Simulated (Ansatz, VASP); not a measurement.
## BaNa2MnP2O8 in VASP and in Ansatz

The input INCAR:

```
ALGO = Normal
EDIFF = 1E-6
ENCUT = 520
GGA = PE
ISIF = 2
ISMEAR = 0
LASPH = True
LCHARG = False
LREAL = False
LWAVE = False
NBANDS = 60
NELM = 100
PREC = Accurate
SIGMA = 0.05
```

Contents of KPOINTS:

```
k-points
0
Gamma
  6 6 4
```

The input POSCAR:

```
BaNa2MnP2O8
1.0
    5.4632084092      0.0000000000      0.0000000000
   -2.7316042046      4.7312772685      0.0000000000
    0.0000000000      0.0000000000      7.1317840232
Na Ba Mn P O
2 1 1 2 8
Direct
    0.3333333333      0.6666666667      0.1859588300
    0.6666666667      0.3333333333      0.8140411700
    0.0000000000      0.0000000000      0.5000000000
    0.0000000000      0.0000000000      0.0000000000
    0.3333333333      0.6666666667      0.7331573498
    0.6666666667      0.3333333333      0.2668426502
    0.3333333333      0.6666666667      0.5174025621
    0.6666666667      0.3333333333      0.4825974379
    0.8212311382      0.6424622764      0.1893370945
    0.8212311382      0.1787688618      0.1893370945
    0.3575377236      0.1787688618      0.1893370945
    0.1787688618      0.3575377236      0.8106629055
    0.1787688618      0.8212311382      0.8106629055
    0.6424622764      0.8212311382      0.8106629055
```

Input for Ansatz:

```yaml
crystal:
  lattice:
    - [5.4632084092, 0.0, 0.0]
    - [-2.7316042046, 4.7312772685, 0.0]
    - [0.0, 0.0, 7.1317840232]
  atoms:
    - { symbol: Na, position: [0.3333333333, 0.6666666667, 0.18595883] }
    - { symbol: Na, position: [0.6666666667, 0.3333333333, 0.81404117] }
    - { symbol: Ba, position: [0.0, 0.0, 0.5] }
    - { symbol: Mn, position: [0.0, 0.0, 0.0] }
    - { symbol: P, position: [0.3333333333, 0.6666666667, 0.7331573498] }
    - { symbol: P, position: [0.6666666667, 0.3333333333, 0.2668426502] }
    - { symbol: O, position: [0.3333333333, 0.6666666667, 0.5174025621] }
    - { symbol: O, position: [0.6666666667, 0.3333333333, 0.4825974379] }
    - { symbol: O, position: [0.8212311382, 0.6424622764, 0.1893370945] }
    - { symbol: O, position: [0.8212311382, 0.1787688618, 0.1893370945] }
    - { symbol: O, position: [0.3575377236, 0.1787688618, 0.1893370945] }
    - { symbol: O, position: [0.1787688618, 0.3575377236, 0.8106629055] }
    - { symbol: O, position: [0.1787688618, 0.8212311382, 0.8106629055] }
    - { symbol: O, position: [0.6424622764, 0.8212311382, 0.8106629055] }
basis:
  ecutwfc: 420
  ecutrho_ratio: 4
kpoints:
  mp_grid: { grid: [6, 6, 4] }
hamiltonian:
  xc: pbe
scf:
  occupations: { method: gaussian, width: 0.05 }
output:
  forces: true
  stress: true
  eigenvalues: true
```

Alike in both runs: task single point; functional PBE; k mesh 6 × 6 × 4; occupations gaussian, width 0.05 eV; no spin polarisation.

|  | VASP | Ansatz |
| --- | --- | --- |
| version | VASP 6.6.1 | Ansatz 0.2.0 |
| potentials or method | VASP PAW PBE potentials, release 64 (Na_pv, Ba_sv, Mn_pv, P, O), cutoff 520 eV | scalar-relativistic, plane waves, PAW |
| valence electrons in the cell | 95 | 101 |

VASP gave:

- gap on the k mesh at the Fermi level (eV): none
- pressure (GPa): -4.4
- traceless stress, the component that is largest in VASP (GPa): -0.86
- rms of the force components (eV/Å): 0.263

What did Ansatz give for the same quantities?

gap on the k mesh at the Fermi level (eV): none; pressure (GPa): -4.5; traceless stress, the component that is largest in VASP (GPa): -1.07; rms of the force components (eV/Å): 0.280.

Atom by atom the forces differ by 0.037 eV/Å (rms over components). A gap of «none» marks a metal or a gap that the smearing closes. VASP's potentials hold 95 valence electrons a cell and Ansatz's 101, so a difference there can come from the potentials and not from the codes.

Neither program's run includes spin-orbit coupling.
